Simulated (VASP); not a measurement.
# As (Pm-3n) in VASP: a series of runs

Runs on As. Level: PBE. Tasks: single point.

All numbers are computed with VASP 6.6.1; they aren't measurements. Logs are shortened: lines on timing, memory, paths and dates and some standing lists are left out, and cuts for length are marked.

### Step 1. The cell of the first run

It takes space group Pm-3n (No. 223, cubic). Conventional cell: a = 5.432 Å, b = 5.432 Å, c = 5.432 Å, α = 90.00°, β = 90.00°, γ = 90.00°. Within 4.0 Å of As (site symmetry m-3) lie 12 As at 3.04 Å. Within 3.6 Å of As (site symmetry -4m2) lie 14 As at 2.72 to 3.33 Å.

### Step 2. Single point, PBE

Contents of INCAR:

```
SYSTEM = As
PREC     = Accurate       ! precision mode
ENCUT    = 520            ! plane-wave cutoff, eV
EDIFF    = 1E-6           ! SCF threshold, eV
ISMEAR   = 0              ! smearing method
SIGMA    = 0.1            ! smearing width, eV
LREAL    = .FALSE.        ! projectors in reciprocal space
LASPH    = .TRUE.         ! aspherical terms in the spheres
NELM     = 60             ! most SCF steps
ALGO     = Normal         ! electronic algorithm
ISIF     = 2              ! what is computed and relaxed
LWAVE    = .FALSE.        ! write WAVECAR
LCHARG   = .TRUE.         ! write CHGCAR
GGA      = PE             ! functional
LELF     = .TRUE.         ! ELF
LVHAR    = .TRUE.       
NBANDS   = 30             ! bands
```

Contents of KPOINTS:

```
regular mesh
0
G
  4 4 4
  0 0 0
```

Contents of POSCAR:

```
As
1.0
    5.4315837389      0.0000000000      0.0000000000
    0.0000000000      5.4315837389      0.0000000000
    0.0000000000      0.0000000000      5.4315837389
As
8
Direct
    0.5000000000      0.5000000000      0.5000000000
    0.0000000000      0.0000000000      0.0000000000
    0.2500000000      0.0000000000      0.5000000000
    0.5000000000      0.2500000000      0.0000000000
    0.5000000000      0.7500000000      0.0000000000
    0.7500000000      0.0000000000      0.5000000000
    0.0000000000      0.5000000000      0.7500000000
    0.0000000000      0.5000000000      0.2500000000
```

Potentials or basis: VASP PAW PBE potentials, release 64 (As).

On the command line:

```console
cat potpaw_PBE.64/As/POTCAR > POTCAR
mpirun -np 1 vasp_std > vasp.out
```

OUTCAR:

```text
SYSTEM = As
   PREC = Accurate
   ENCUT = 520
   EDIFF = 1E-6
   ISMEAR = 0
   LREAL = .FALSE.
   LASPH = .TRUE.
   NELM = 60
   ISIF = 2
   GGA = PE

 ion  position               nearest neighbor table
   1  0.500  0.500  0.500-
   2  0.000  0.000  0.000-
   3  0.250  0.000  0.500-   6 2.72   6 2.72
   4  0.500  0.250  0.000-   5 2.72   5 2.72
   5  0.500  0.750  0.000-   4 2.72   4 2.72
   6  0.750  0.000  0.500-   3 2.72   3 2.72
   7  0.000  0.500  0.750-   8 2.72   8 2.72
   8  0.000  0.500  0.250-   7 2.72   7 2.72

  LATTYP: Found a simple cubic cell.
 ALAT       =     5.4315837389

  Lattice vectors:

 A1 = (   5.4315837389,   0.0000000000,   0.0000000000)
 A2 = (   0.0000000000,   5.4315837389,   0.0000000000)
 A3 = (   0.0000000000,   0.0000000000,   5.4315837389)

Analysis of symmetry for initial positions (statically):
=====================================================================
 Subroutine PRICEL returns:
 Original cell was already a primitive cell.

 Routine SETGRP: Setting up the symmetry group for a
 simple cubic supercell.

 Subroutine GETGRP returns: Found 48 space group operations
 (whereof 24 operations were pure point group operations)
 out of a pool of 48 trial point group operations.

The static configuration has the point symmetry T_h .
 The point group associated with its full space group is O_h .

Analysis of symmetry for dynamics (positions and initial velocities):
=====================================================================
 Subroutine PRICEL returns:
 Original cell was already a primitive cell.

 Routine SETGRP: Setting up the symmetry group for a
 simple cubic supercell.

 Subroutine GETGRP returns: Found 48 space group operations
 (whereof 24 operations were pure point group operations)
 out of a pool of 48 trial point group operations.

The dynamic configuration has the point symmetry T_h .
 The point group associated with its full space group is O_h .

 Subroutine INISYM returns: Found 48 space group operations
 (whereof 24 operations are pure point group operations),
 and found     1 'primitive' translations

----------------------------------------------------------------------------------------

                                     Primitive cell

  volume of cell :     160.2431

  direct lattice vectors                    reciprocal lattice vectors
     5.431583739  0.000000000  0.000000000     0.184108365  0.000000000  0.000000000
     0.000000000  5.431583739  0.000000000     0.000000000  0.184108365  0.000000000
     0.000000000  0.000000000  5.431583739     0.000000000  0.000000000  0.184108365

  length of vectors
     5.431583739  5.431583739  5.431583739     0.184108365  0.184108365  0.184108365

  position of ions in fractional coordinates (direct lattice)
     0.500000000  0.500000000  0.500000000
     0.000000000  0.000000000  0.000000000
     0.250000000  0.000000000  0.500000000
     0.500000000  0.250000000  0.000000000
     0.500000000  0.750000000  0.000000000
     0.750000000  0.000000000  0.500000000
     0.000000000  0.500000000  0.750000000
     0.000000000  0.500000000  0.250000000

  ion indices of the primitive-cell ions
   primitive index   ion index
                 1           1
                 2           2
                 3           3
                 4           4
                 5           5
                 6           6
                 7           7
                 8           8

----------------------------------------------------------------------------------------

 KPOINTS: regular mesh

Automatic generation of k-mesh.
 Grid dimensions read from file:
 generate k-points for:    4    4    4

 Generating k-lattice:

  Cartesian coordinates                     Fractional coordinates (reciprocal lattice)
     0.046027091  0.000000000  0.000000000     0.250000000  0.000000000  0.000000000
     0.000000000  0.046027091  0.000000000     0.000000000  0.250000000  0.000000000
     0.000000000  0.000000000  0.046027091     0.000000000  0.000000000  0.250000000

  Length of vectors
     0.046027091  0.046027091  0.046027091

  Shift w.r.t. Gamma in fractional coordinates (k-lattice)
     0.000000000  0.000000000  0.000000000

 Subroutine IBZKPT returns following result:
 ===========================================

 Found     10 irreducible k-points:

 Following reciprocal coordinates:
            Coordinates               Weight
  0.000000  0.000000  0.000000      1.000000
  0.250000  0.000000  0.000000      6.000000
  0.500000  0.000000  0.000000      3.000000
  0.250000  0.250000  0.000000     12.000000
  0.500000  0.250000  0.000000     12.000000
  0.500000  0.500000  0.000000      3.000000
  0.250000  0.250000  0.250000      8.000000
  0.500000  0.250000  0.250000     12.000000
  0.500000  0.500000  0.250000      6.000000
  0.500000  0.500000  0.500000      1.000000
   k-points           NKPTS =     10   k-points in BZ     NKDIM =     10   number of bands    NBANDS=     30
   number of dos      NEDOS =    301   number of ions     NIONS =      8
   total plane-waves  NPLWV =  64000
   dimension x,y,z NGX =    40 NGY =   40 NGZ =   40
   dimension x,y,z NGXF=    80 NGYF=   80 NGZF=   80
   ions per type =               8
   NGX,Y,Z   is equivalent  to a cutoff of  12.24, 12.24, 12.24 a.u.
   NGXF,Y,Z  is equivalent  to a cutoff of  24.49, 24.49, 24.49 a.u.
 SYSTEM =  As
   PREC   = accura    normal or accurate (medium, high low for compatibility)
   ISTART =      0    job   : 0-new  1-cont  2-samecut
   ICHARG =      2    charge: 1-file 2-atom 10-const
   ISPIN  =      1    spin polarized calculation?
   LNONCOLLINEAR =      F non collinear calculations
   LSORBIT =      F    spin-orbit coupling
   LASPH  =      T    aspherical Exc in radial PAW
   ENCUT  =  520.0 eV  38.22 Ry    6.18 a.u.  10.10 10.10 10.10*2*pi/ulx,y,z
   NELM   =     60;   NELMIN=  2; NELMDL= -5     # of ELM steps
   EDIFF  = 0.1E-05   stopping-criterion for ELM
   LREAL  =      F    real-space projection
   EDIFFG = 0.1E-04   stopping-criterion for IOM
   NSW    =      0    number of steps for IOM
   IBRION =     -1    ionic relax: 0-MD 1-quasi-New 2-CG
   NFREE  =      0    steps in history (QN), initial steepest desc. (CG)
   ISIF   =      2    stress and relaxation
   ISYM   =      2    0-nonsym 1-usesym 2-fastsym
   POTIM  = 0.5000    time-step for ionic-motion
   TEBEG  =    0.0;   TEEND  =   0.0 temperature during run
   PSTRESS=    0.0 pullay stress
   NELECT =      40.0000    total number of electrons
   NUPDOWN=      -1.0000    fix difference up-down
   EMIN   =  10.00;   EMAX   =-10.00  energy-range for DOS
   EFERMI =   0.00;   METHOD = LEGACY
   ISMEAR =     0;   SIGMA  =   0.10  broadening in eV -4-tet -1-fermi 0-gaus
   EFERMI_NEDOS =   21; number of points for ismear=-14 and -15
   IALGO  =     38    algorithm
   IMIX   =      4    mixing-type and parameters
     AMIX     =   0.40;   BMIX     =  1.00
     AMIX_MAG =   1.60;   BMIX_MAG =  1.00
  volume/ion in A,a.u.               =      20.03       135.17
  Fermi-wavevector in a.u.,A,eV,Ry     =   1.030786  1.947902 14.456448  1.062519
  Thomas-Fermi vector in A             =   2.164901
   LORBIT       =      0    0 simple, 1 ext, 2 COOP (PROOUT), +10 PAW based schemes
   GGA     = PE    functional components
   LHFCALC =     F    Hartree Fock is set to
   AEXX    =    0.0000 exact exchange contribution
   IVDW    =     0    specifies the selected vdW correction
   LEPSILON=     F    determine dielectric tensor
   LRPA    =     F    only Hartree local field effects (RPA)
 non-spin polarized calculation
 Gauss-broadening in eV      SIGMA  =   0.10
  energy-cutoff  :      520.00
  volume of cell :      160.24
 maximum number of plane-waves:      4337
   NGX = 21   NGY = 21   NGZ = 21

 number of electron      40.0000007 magnetization

 Free energy of the ion-electron system (eV)
  ---------------------------------------------------
  ext. energy  EPLUGINS =         0.00000000
  ---------------------------------------------------
  free energy    TOTEN  =       -32.51856521 eV

  energy without entropy =      -32.47331899  energy(sigma->0) =      -32.49594210

 E-fermi :   6.0525     XC(G=0): -10.5459

 val. band max:        5.9831590561   @ k =   0.2500   0.2500   0.0000
 cond. band min:       6.0731855493   @ k =   0.5000   0.5000   0.5000
 fundamental gap:      0.0900264932
 Fermi energy:         6.0524553947

 k-point     1 :       0.0000    0.0000    0.0000
  band No.  band energies     occupation
      1      -8.7824      2.00000
      2      -5.4162      2.00000
      3      -5.4162      2.00000
      4      -5.1035      2.00000
      5      -3.3971      2.00000
      6      -3.3971      2.00000
[... 22 lines left out ...]
     29       9.4034      0.00000
     30      12.4496      0.00000

 k-point     2 :       0.2500    0.0000    0.0000
  band No.  band energies     occupation
      1      -8.4918      2.00000
      2      -6.3348      2.00000
      3      -5.1798      2.00000
      4      -4.9996      2.00000
      5      -3.3113      2.00000
      6      -3.2849      2.00000
[... 22 lines left out ...]
     29       9.4989      0.00000
     30      10.1771      0.00000

 k-point     3 :       0.5000    0.0000    0.0000
  band No.  band energies     occupation
      1      -7.6390      2.00000
      2      -7.6390      2.00000
      3      -4.7192      2.00000
      4      -4.7192      2.00000
      5      -3.7487      2.00000
      6      -3.7487      2.00000
[... 22 lines left out ...]
     29       9.8387      0.00000
     30       9.8387      0.00000

 k-point     4 :       0.2500    0.2500    0.0000
  band No.  band energies     occupation
      1      -8.2024      2.00000
      2      -6.0968      2.00000
      3      -6.0326      2.00000
      4      -4.8599      2.00000
      5      -4.1374      2.00000
      6      -3.2450      2.00000
[... 22 lines left out ...]
     29       9.5619      0.00000
     30       9.7166      0.00000

 k-point     5 :       0.5000    0.2500    0.0000
  band No.  band energies     occupation
      1      -7.3650      2.00000
      2      -7.3438      2.00000
      3      -5.4351      2.00000
      4      -5.0935      2.00000
      5      -4.4580      2.00000
      6      -3.6594      2.00000
[... 22 lines left out ...]
     29       9.3369      0.00000
     30       9.7210      0.00000

 k-point     6 :       0.5000    0.5000    0.0000
  band No.  band energies     occupation
      1      -6.6303      2.00000
      2      -6.5131      2.00000
      3      -6.5131      2.00000
      4      -6.4271      2.00000
      5      -3.8984      2.00000
      6      -3.5479      2.00000
[... 22 lines left out ...]
     29       8.1972      0.00000
     30       9.5745      0.00000

 k-point     7 :       0.2500    0.2500    0.2500
  band No.  band energies     occupation
      1      -7.9141      2.00000
      2      -5.8272      2.00000
      3      -5.8272      2.00000
      4      -5.7336      2.00000
      5      -3.9300      2.00000
      6      -3.9300      2.00000
[... 22 lines left out ...]
     29       8.6779      0.00000
     30       9.3990      0.00000

 k-point     8 :       0.5000    0.2500    0.2500
  band No.  band energies     occupation
      1      -7.0711      2.00000
      2      -7.0711      2.00000
      3      -5.1643      2.00000
      4      -5.1643      2.00000
      5      -4.8509      2.00000
      6      -4.8509      2.00000
[... 22 lines left out ...]
     29       8.3071      0.00000
     30       8.3071      0.00000

 k-point     9 :       0.5000    0.5000    0.2500
  band No.  band energies     occupation
      1      -6.3312      2.00000
      2      -6.2374      2.00000
      3      -6.2374      2.00000
      4      -6.1711      2.00000
      5      -4.4642      2.00000
      6      -4.2920      2.00000
[... 22 lines left out ...]
     29       8.3848      0.00000
     30       8.7220      0.00000

 k-point    10 :       0.5000    0.5000    0.5000
  band No.  band energies     occupation
      1      -5.4473      2.00000
      2      -5.4473      2.00000
      3      -5.4473      2.00000
      4      -5.4473      2.00000
      5      -5.4473      2.00000
      6      -5.4473      2.00000
[... 22 lines left out ...]
     29       6.7995      0.00000
     30       6.7995      0.00000

------------------------ aborting loop because EDIFF is reached ----------------------------------------

  FORCE on cell =-STRESS in cart. coord.  units (eV):
  Direction    XX          YY          ZZ          XY          YZ          ZX
  --------------------------------------------------------------------------------------
  -------------------------------------------------------------------------------------
  Total       -1.3931739     -1.3931739     -1.3931739     -0.0000000     -0.0000000      0.0000000
  in kB      -13.9295304    -13.9295304    -13.9295304     -0.0000000     -0.0000000      0.0000000
  external PRESSURE =     -13.9295304 kB  Pullay stress =       0.0000000 kB

 VOLUME and BASIS-vectors are now :
 -----------------------------------------------------------------------------
  energy-cutoff  :      520.00
  volume of cell :      160.24
      direct lattice vectors                 reciprocal lattice vectors
     5.431583739  0.000000000  0.000000000     0.184108365  0.000000000  0.000000000
     0.000000000  5.431583739  0.000000000     0.000000000  0.184108365  0.000000000
     0.000000000  0.000000000  5.431583739     0.000000000  0.000000000  0.184108365

 POSITION                                       TOTAL-FORCE (eV/Angst)
 -----------------------------------------------------------------------------------
      2.71579      2.71579      2.71579        -0.000000      0.000000     -0.000000
      0.00000      0.00000      0.00000        -0.000000      0.000000     -0.000000
      1.35790      0.00000      2.71579         0.000000     -0.000000      0.000000
      2.71579      1.35790      0.00000        -0.000000     -0.000000      0.000000
      2.71579      4.07369      0.00000         0.000000      0.000000     -0.000000
      4.07369      0.00000      2.71579        -0.000000     -0.000000     -0.000000
      0.00000      2.71579      4.07369         0.000000      0.000000      0.000000
      0.00000      2.71579      1.35790         0.000000      0.000000     -0.000000
 -----------------------------------------------------------------------------------
    total drift:                                0.000000     -0.000000      0.000000

  FREE ENERGIE OF THE ION-ELECTRON SYSTEM (eV)
  ---------------------------------------------------
  free  energy   TOTEN  =       -32.5185652140 eV

  energy  without entropy=      -32.4733189918  energy(sigma->0) =      -32.49594210
```

Run time: 51 s. Hardware: 1 thread of Intel Xeon 8259CL, shared host; peak memory 0.24 GiB.

Results:

| Item | Value |
| --- | --- |
| Free energy | -32.5186 eV |
| Pressure | -1.4 GPa |
| Band gap on the k mesh | zero (bands 20 and 21 overlap by 0.18 eV) |

### Step 3. Single point, PBE

This run uses another cell than the first one, of 19.63 Å³/atom.

Contents of INCAR:

```
ALGO = Normal ; EDIFF = 1E-7
ENCUT = 520 ; GGA = PE
ISIF = 2 ; ISMEAR = 0
LASPH = True ; LCHARG = False
LREAL = False ; LWAVE = False
NBANDS = 30 ; NELM = 80
PREC = Accurate ; SIGMA = 0.1
```

Contents of KPOINTS:

```
k-points
0
Gamma
  8 8 8
```

Changes to POSCAR since step 2:

```diff
@@ -2,5 +2,5 @@
 1.0
-    5.4315837389      0.0000000000      0.0000000000
-    0.0000000000      5.4315837389      0.0000000000
-    0.0000000000      0.0000000000      5.4315837389
+    5.3955488595      0.0000000000      0.0000000000
+    0.0000000000      5.3955488595      0.0000000000
+    0.0000000000      0.0000000000      5.3955488595
 As
```

Potentials or basis: VASP PAW PBE potentials, release 64 (As).

On the command line:

```console
cat potpaw_PBE.64/As/POTCAR > POTCAR
mpirun -np 1 vasp_std > vasp.out
```

Wall time 2.7 min (1 thread of Intel Xeon 8259CL, shared host); peak memory 0.3 GiB.

Results (log left out):

```
Free energy            : -32.7046 eV
Pressure               : 0.0 GPa
Band gap on the k mesh : zero (bands 20 and 21 overlap by 0.93 eV)
```

Levels at points of the mesh, in eV from the Fermi level:
```tsv
k point	band 17	band 18	band 19	band 20	band 21	band 22	band 23	band 24
(0.00, 0.00, 0.00)	-2.53	-1.84	-1.84	-1.84	0.94	0.94	0.94	1.38
(0.50, 0.00, 0.00)	-1.45	-1.45	-0.79	-0.79	0.31	0.31	1.20	1.20
(0.50, 0.50, 0.00)	-1.46	-1.46	-0.65	-0.26	0.33	0.70	1.29	1.29
(0.50, 0.50, 0.50)	0.06	0.06	0.06	0.06	0.06	0.06	0.15	0.15
```

The gap in the log of VASP goes by the Fermi energy; the results here count the filled bands.